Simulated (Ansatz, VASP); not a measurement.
## One calculation of SnTe, two programs

POSCAR

```
SnTe
1.0
    5.4412500867      0.0000000000      0.0000000000
   -2.7206250433      4.7122608034      0.0000000000
    0.0000000000      0.0000000000      6.4875382362
Sn Te
2 2
Direct
    0.3333333333      0.6666666667      0.2500000000
    0.6666666667      0.3333333333      0.7500000000
    0.6666666667      0.3333333333      0.2500000000
    0.3333333333      0.6666666667      0.7500000000
```

INCAR.step1

```
ALGO     = Normal         # electronic algorithm
EDIFF    = 1E-4           # SCF threshold, eV
ENCUT    = 520            # plane-wave cutoff, eV
GGA      = PE             # functional
ISMEAR   = 0              # smearing method
LASPH    = True           # aspherical terms in the spheres
LCHARG   = False          # write CHGCAR
LREAL    = False          # projectors in reciprocal space
LWAVE    = True           # write WAVECAR
NBANDS   = 28             # bands
NELM     = 60             # most SCF steps
PREC     = Accurate       # precision mode
SIGMA    = 0.01           # smearing width, eV
```

The input INCAR.step2:

```
ALGO     = Normal         # electronic algorithm
EDIFF    = 1E-6           # SCF threshold, eV
ENCUT    = 520            # plane-wave cutoff, eV
ISIF     = 2              # what is computed and relaxed
ISMEAR   = 0              # smearing method
ISTART   = 1            
LASPH    = True           # aspherical terms in the spheres
LCHARG   = False          # write CHGCAR
LMIXTAU  = True         
LREAL    = False          # projectors in reciprocal space
LWAVE    = False          # write WAVECAR
METAGGA  = R2SCAN         # meta-GGA
NBANDS   = 28             # bands
NELM     = 60             # most SCF steps
PREC     = Accurate       # precision mode
SIGMA    = 0.01           # smearing width, eV
```

The input KPOINTS:

```
k-points
0
Gamma
  6 6 4
```

Input for Ansatz:

```yaml
crystal:
  lattice:
    - [5.4412500867, 0.0, 0.0]
    - [-2.7206250433, 4.7122608034, 0.0]
    - [0.0, 0.0, 6.4875382362]
  atoms:
    - { symbol: Sn, position: [0.3333333333, 0.6666666667, 0.25] }
    - { symbol: Sn, position: [0.6666666667, 0.3333333333, 0.75] }
    - { symbol: Te, position: [0.6666666667, 0.3333333333, 0.25] }
    - { symbol: Te, position: [0.3333333333, 0.6666666667, 0.75] }
kpoints:
  mp_grid: { grid: [6, 6, 4] }
hamiltonian:
  xc: r2scan
scf:
  occupations: { method: fixed }
  n_extra_bands: 5
output:
  forces: true
  stress: true
  eigenvalues: true
```

Alike in both runs: task single point; functional r2SCAN; k mesh 6 × 6 × 4; no spin polarisation.

|  | VASP | Ansatz |
| --- | --- | --- |
| version | VASP 6.6.1 | Ansatz 0.2.0 |
| potentials or method | VASP PAW PBE potentials, release 64 (Sn_d, Te) | plane waves, PAW |
| plane-wave cutoff (eV) | 520 | 500 |
| occupations | gaussian, width 0.01 eV | fixed |
| valence electrons in the cell | 40 | 60 |

```tsv
	VASP	Ansatz	Ansatz less VASP
gap on the k mesh at the Fermi level (eV)	0.60	0.60	+0.003
pressure (GPa)	-0.9	-0.9	-0.01
```

VASP's potentials were made for PBE, not for r2SCAN. VASP's potentials hold 40 valence electrons a cell and Ansatz's 60, so a difference there can come from the potentials and not from the codes.

Spin-orbit coupling is off throughout.
